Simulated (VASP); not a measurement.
# GaAs in VASP: a series of runs

GaAs is run at these levels: r2SCAN; tasks: single point.

Everything below comes from runs of VASP 6.6.1. Logs are shortened: lines on timing, memory, paths and dates and some standing lists are left out, and cuts for length are marked.

### Step 1. The cell of the first run

Symmetry: F-43m, No. 216, cubic system. The conventional cell has a = 5.653 Å, b = 5.653 Å, c = 5.653 Å, α = 90.00°, β = 90.00°, γ = 90.00°. Ga (site symmetry -43m) has 4 As at 2.45 Å within 3.2 Å. As (site symmetry -43m) has 4 Ga at 2.45 Å within 3.2 Å.

### Step 2. Single point, r2SCAN, non-collinear spin, zero start, spin-orbit coupling

POSCAR

```
GaAs
1.0
    0.0000000000      2.8265000000      2.8265000000
    2.8265000000      0.0000000000      2.8265000000
    2.8265000000      2.8265000000      0.0000000000
Ga As
1 1
Direct
    0.0000000000      0.0000000000      0.0000000000
    0.2500000000      0.2500000000      0.2500000000
```

INCAR.step1

```
  ALGO = Normal
  EDIFF = 1E-4
  ENCUT = 520
  GGA = PE
  GGA_COMPAT = False
  ISMEAR = 0
  LASPH = True
  LCHARG = False
  LREAL = False
  LSORBIT = True
  LWAVE = True
  MAGMOM = 0 0 0 0 0 0
  NBANDS = 30
  NELM = 150
  PREC = Accurate
  SIGMA = 0.01
```

INCAR.step2

```
  ALGO = Normal
  EDIFF = 1E-6
  ENCUT = 520
  GGA_COMPAT = False
  ISIF = 2
  ISMEAR = 0
  ISTART = 1
  LASPH = True
  LCHARG = False
  LMIXTAU = True
  LORBIT = 11
  LORBMOM = True
  LREAL = False
  LSORBIT = True
  LWAVE = False
  MAGMOM = 0 0 0 0 0 0
  METAGGA = R2SCAN
  NBANDS = 30
  NELM = 150
  PREC = Accurate
  SIGMA = 0.01
```

KPOINTS

```
k-points
0
Gamma
  8 8 8
```

Potentials or basis: VASP PAW PBE potentials, release 64 (Ga_d, As).

Command:

```bash
cat potpaw_PBE.64/Ga_d/POTCAR potpaw_PBE.64/As/POTCAR > POTCAR
cp INCAR.step1 INCAR
mpirun -np 1 vasp_ncl > vasp.out
cp INCAR.step2 INCAR
mpirun -np 1 vasp_ncl > vasp.out
```

OUTCAR:

```text
EDIFF = 1E-6
   ENCUT = 520
   ISIF = 2
   ISMEAR = 0
   ISTART = 1
   LASPH = True
   LORBIT = 11
   LREAL = False
   LSORBIT = True
   METAGGA = R2SCAN
   NELM = 150
   PREC = Accurate

 ion  position               nearest neighbor table
   1  0.000  0.000  0.000-   2 2.45   2 2.45   2 2.45   2 2.45
   2  0.250  0.250  0.250-   1 2.45   1 2.45   1 2.45   1 2.45

  LATTYP: Found a face centered cubic cell.
 ALAT       =     5.6530000000

  Lattice vectors:

 A1 = (   0.0000000000,   2.8265000000,   2.8265000000)
 A2 = (   2.8265000000,   0.0000000000,   2.8265000000)
 A3 = (   2.8265000000,   2.8265000000,   0.0000000000)

Analysis of symmetry for initial positions (statically):
=====================================================================
 Subroutine PRICEL returns:
 Original cell was already a primitive cell.

 Routine SETGRP: Setting up the symmetry group for a
 face centered cubic supercell.

 Subroutine GETGRP returns: Found 24 space group operations
 (whereof 24 operations were pure point group operations)
 out of a pool of 48 trial point group operations.

The static configuration has the point symmetry T_d .

Analysis of symmetry for dynamics (positions and initial velocities):
=====================================================================
 Subroutine PRICEL returns:
 Original cell was already a primitive cell.

 Routine SETGRP: Setting up the symmetry group for a
 face centered cubic supercell.

 Subroutine GETGRP returns: Found 24 space group operations
 (whereof 24 operations were pure point group operations)
 out of a pool of 48 trial point group operations.

The dynamic configuration has the point symmetry T_d .

Analysis of structural, dynamic, and magnetic symmetry:
=====================================================================
 Subroutine PRICEL returns:
 Original cell was already a primitive cell.

 Routine SETGRP: Setting up the symmetry group for a
 face centered cubic supercell.

 Subroutine GETGRP returns: Found 24 space group operations
 (whereof 24 operations were pure point group operations)
 out of a pool of 48 trial point group operations.

The overall configuration has the point symmetry T_d .

 Subroutine INISYM returns: Found 24 space group operations
 (whereof 24 operations are pure point group operations),
 and found     1 'primitive' translations

----------------------------------------------------------------------------------------

                                     Primitive cell

  volume of cell :      45.1624

  direct lattice vectors                    reciprocal lattice vectors
     0.000000000  2.826500000  2.826500000    -0.176897223  0.176897223  0.176897223
     2.826500000  0.000000000  2.826500000     0.176897223 -0.176897223  0.176897223
     2.826500000  2.826500000  0.000000000     0.176897223  0.176897223 -0.176897223

  length of vectors
     3.997274634  3.997274634  3.997274634     0.306394977  0.306394977  0.306394977

  position of ions in fractional coordinates (direct lattice)
     0.000000000  0.000000000  0.000000000
     0.250000000  0.250000000  0.250000000

  ion indices of the primitive-cell ions
   primitive index   ion index
                 1           1
                 2           2

----------------------------------------------------------------------------------------

 KPOINTS: k-points

Automatic generation of k-mesh.
 Grid dimensions read from file:
 generate k-points for:    8    8    8

 Generating k-lattice:

  Cartesian coordinates                     Fractional coordinates (reciprocal lattice)
    -0.022112153  0.022112153  0.022112153     0.125000000  0.000000000  0.000000000
     0.022112153 -0.022112153  0.022112153     0.000000000  0.125000000  0.000000000
     0.022112153  0.022112153 -0.022112153     0.000000000  0.000000000  0.125000000
[... 87 lines left out ...]
   LRPA    =     F    only Hartree local field effects (RPA)
 Gauss-broadening in eV      SIGMA  =   0.01
  energy-cutoff  :      520.00
  volume of cell :       45.16
 maximum number of plane-waves:      2486
 NGX is ok and might be reduce to    30
   NGX = 15   NGY = 15   NGZ = 15

 number of electron      17.9999995 magnetization      -0.0000000     -0.0000000      0.0000000

 number of electron      17.9999995 magnetization      -0.0000000      0.0000000      0.0000000

 Free energy of the ion-electron system (eV)
  ---------------------------------------------------
  ext. energy  EPLUGINS =         0.00000000
  ---------------------------------------------------
  free energy    TOTEN  =       -27.06930600 eV

  energy without entropy =      -27.06930600  energy(sigma->0) =      -27.06930600

 E-fermi :   3.9004     XC(G=0): -10.2570

 val. band max:        3.7911793950   @ k =   0.0000   0.0000   0.0000
 cond. band min:       4.6827713611   @ k =   0.0000   0.0000   0.0000
 fundamental gap:      0.8915919660
 Fermi energy:         3.9004439568

 k-point     1 :       0.0000    0.0000    0.0000
  band No.  band energies     occupation
      1     -11.7968      1.00000
      2     -11.7968      1.00000
      3     -11.7968      1.00000
      4     -11.7968      1.00000
      5     -11.3718      1.00000
      6     -11.3718      1.00000
[... 781 lines left out ...]
     29      16.3735      0.00000
     30      16.3762      0.00000

 [... further k-points ...]
[... 5 lines left out ...]
  --------------------------------------------------------------------------------------
  -------------------------------------------------------------------------------------
  Total        0.1755980      0.1755980      0.1755980      0.0000000      0.0000000     -0.0000000
  in kB        6.2294997      6.2294997      6.2294997      0.0000000      0.0000000     -0.0000000
  external PRESSURE =       6.2294997 kB  Pullay stress =       0.0000000 kB

 VOLUME and BASIS-vectors are now :
 -----------------------------------------------------------------------------
  energy-cutoff  :      520.00
  volume of cell :       45.16
      direct lattice vectors                 reciprocal lattice vectors
     0.000000000  2.826500000  2.826500000    -0.176897223  0.176897223  0.176897223
     2.826500000  0.000000000  2.826500000     0.176897223 -0.176897223  0.176897223
     2.826500000  2.826500000  0.000000000     0.176897223  0.176897223 -0.176897223

 POSITION                                       TOTAL-FORCE (eV/Angst)
 -----------------------------------------------------------------------------------
      0.00000      0.00000      0.00000        -0.000000     -0.000000     -0.000000
      1.41325      1.41325      1.41325         0.000000      0.000000      0.000000
 -----------------------------------------------------------------------------------
    total drift:                               -0.000002     -0.000002     -0.000002

  FREE ENERGIE OF THE ION-ELECTRON SYSTEM (eV)
  ---------------------------------------------------
  free  energy   TOTEN  =       -27.0693060041 eV

  energy  without entropy=      -27.0693060041  energy(sigma->0) =      -27.06930600

 orbital moment (x)

 # of ion     p       d       tot
 ----------------------------------------
  1         0.000   0.000   0.000
  2         0.000  -0.000   0.000
 ----------------------------------------
            0.000   0.000   0.000

 orbital moment (y)

 # of ion     p       d       tot
 ----------------------------------------
  1         0.000  -0.000   0.000
  2         0.000  -0.000  -0.000
 ----------------------------------------
            0.000  -0.000   0.000

 orbital moment (z)

 # of ion     p       d       tot
 ----------------------------------------
  1        -0.000   0.000  -0.000
  2         0.000  -0.000  -0.000
 ----------------------------------------
           -0.000   0.000  -0.000

 Spin-Orbit-Coupling matrix elements

 Ion:    1  E_soc:     -0.0114298
 l=   1
     0.0000000    -0.0010986    -0.0010986
    -0.0010986     0.0000000    -0.0010986
    -0.0010986    -0.0010986     0.0000000
 l=   2
     0.0000000    -0.0001612     0.0000000    -0.0001612    -0.0006451
    -0.0001612     0.0000000    -0.0004838    -0.0001612    -0.0001613
     0.0000000    -0.0004838     0.0000000    -0.0004838     0.0000000
    -0.0001612    -0.0001612    -0.0004838     0.0000000    -0.0001613
    -0.0006451    -0.0001613     0.0000000    -0.0001613     0.0000000
 l=   3
     0.0000000     0.0000000     0.0000000     0.0000000     0.0000000     0.0000000     0.0000000
     0.0000000     0.0000000     0.0000000     0.0000000     0.0000000     0.0000000     0.0000000
     0.0000000     0.0000000     0.0000000     0.0000000     0.0000000     0.0000000     0.0000000
     0.0000000     0.0000000     0.0000000     0.0000000     0.0000000     0.0000000     0.0000000
     0.0000000     0.0000000     0.0000000     0.0000000     0.0000000     0.0000000     0.0000000
     0.0000000     0.0000000     0.0000000     0.0000000     0.0000000     0.0000000     0.0000000
     0.0000000     0.0000000     0.0000000     0.0000000     0.0000000     0.0000000     0.0000000

 Ion:    2  E_soc:     -0.0227353
 l=   1
     0.0000000    -0.0037816    -0.0037816
    -0.0037816     0.0000000    -0.0037816
    -0.0037816    -0.0037816     0.0000000
 l=   2
     0.0000000    -0.0000038     0.0000000    -0.0000038    -0.0000038
    -0.0000038     0.0000000    -0.0000028    -0.0000038    -0.0000009
     0.0000000    -0.0000028     0.0000000    -0.0000028     0.0000000
    -0.0000038    -0.0000038    -0.0000028     0.0000000    -0.0000009
    -0.0000038    -0.0000009     0.0000000    -0.0000009     0.0000000
 l=   3
     0.0000000     0.0000000     0.0000000     0.0000000     0.0000000     0.0000000     0.0000000
     0.0000000     0.0000000     0.0000000     0.0000000     0.0000000     0.0000000     0.0000000
     0.0000000     0.0000000     0.0000000     0.0000000     0.0000000     0.0000000     0.0000000
     0.0000000     0.0000000     0.0000000     0.0000000     0.0000000     0.0000000     0.0000000
     0.0000000     0.0000000     0.0000000     0.0000000     0.0000000     0.0000000     0.0000000
     0.0000000     0.0000000     0.0000000     0.0000000     0.0000000     0.0000000     0.0000000
     0.0000000     0.0000000     0.0000000     0.0000000     0.0000000     0.0000000     0.0000000

 total charge

# of ion       s       p       d       tot
------------------------------------------
    1        0.847   0.796   9.999  11.643
    2        1.203   1.641   0.032   2.876
--------------------------------------------------
tot          2.050   2.437  10.031  14.519

 magnetization (x)

# of ion       s       p       d       tot
------------------------------------------
    1        0.000   0.000   0.000   0.000
    2        0.000   0.000  -0.000   0.000
--------------------------------------------------
tot          0.000   0.000   0.000   0.000

 magnetization (y)

# of ion       s       p       d       tot
------------------------------------------
    1        0.000   0.000   0.000   0.000
    2        0.000  -0.000   0.000  -0.000
--------------------------------------------------
tot          0.000  -0.000   0.000   0.000

 magnetization (z)

# of ion       s       p       d       tot
------------------------------------------
    1       -0.000  -0.000   0.000  -0.000
    2        0.000  -0.000  -0.000  -0.000
--------------------------------------------------
tot         -0.000  -0.000   0.000  -0.000
```

Run time: 9 min. Hardware: 1 thread of Intel Xeon Platinum 8488C (Sapphire Rapids), shared host; peak memory 0.37 GiB.

What came out:

* Free energy: -27.0693 eV
* Pressure: 0.6 GPa
* Net moment: 0.00 μB per cell
* Valence electrons inside the program's atomic spheres: Ga 11.64; As 2.88

Moments on the atoms (μB; x, y, z):
```
Ga  0.00 0.00 0.00
As  0.00 0.00 0.00
```

Caveat: the PAW data sets were made with another functional, which shifts forces and pressure a little.

### Step 3. Single point, r2SCAN, non-collinear spin, zero start, spin-orbit coupling

POSCAR

```
GaAs
1.0
    0.0000000000      2.8123675000      2.8547650000
    2.8123675000      0.0000000000      2.8547650000
    2.8123675000      2.8123675000      0.0000000000
Ga As
1 1
Direct
    0.0000000000      0.0000000000      0.0000000000
    0.2500000000      0.2500000000      0.2500000000
```

INCAR.step1

```
SYSTEM = GaAs
  PREC = Accurate
  ENCUT = 520
  ISMEAR = 0
  SIGMA = 0.01
  LREAL = .False.
  LASPH = .True.
  NELM = 150
  MAGMOM = 0 0 0 0 0 0
  LSORBIT = .True.
  GGA_COMPAT = .False.
  NBANDS = 30
  GGA = PE
  ALGO = Normal
  EDIFF = 1E-4
  LWAVE = .True.
  LCHARG = .False.
```

INCAR.step2

```
SYSTEM = GaAs
  PREC = Accurate
  ENCUT = 520
  EDIFF = 1E-6
  ISMEAR = 0
  SIGMA = 0.01
  LREAL = .False.
  LASPH = .True.
  NELM = 150
  ALGO = Normal
  ISIF = 2
  LWAVE = .False.
  LCHARG = .False.
  MAGMOM = 0 0 0 0 0 0
  LORBIT = 11
  LSORBIT = .True.
  GGA_COMPAT = .False.
  LORBMOM = .True.
  METAGGA = R2SCAN
  LMIXTAU = .True.
  NBANDS = 30
  ISTART = 1
```

KPOINTS

```
Automatic mesh
0
Gamma
  8 8 8
  0 0 0
```

Potentials or basis: VASP PAW PBE potentials, release 64 (Ga_d, As).

Command:

```bash
cat potpaw_PBE.64/Ga_d/POTCAR potpaw_PBE.64/As/POTCAR > POTCAR
cp INCAR.step1 INCAR
mpirun -np 1 vasp_ncl > vasp.out
cp INCAR.step2 INCAR
mpirun -np 1 vasp_ncl > vasp.out
```

Wall time 19 min (1 thread of Intel Xeon Platinum 8488C (Sapphire Rapids), shared host); peak memory 0.43 GiB.

It converged, with:

* Free energy: -27.0679 eV
* Pressure: 0.6 GPa
* Net moment: 0.00 μB per cell
* Valence electrons inside the program's atomic spheres: Ga 11.64; As 2.88

Stress tensor (GPa, compression positive):
```
 0.97  0.00  0.00
 0.00  0.97  0.00
 0.00  0.00 -0.06
```

Moments on the atoms (μB; x, y, z):
```
Ga  0.00 0.00 0.00
As  0.00 0.00 0.00
```

Caveat: the PAW data sets were made with another functional, which shifts forces and pressure a little.
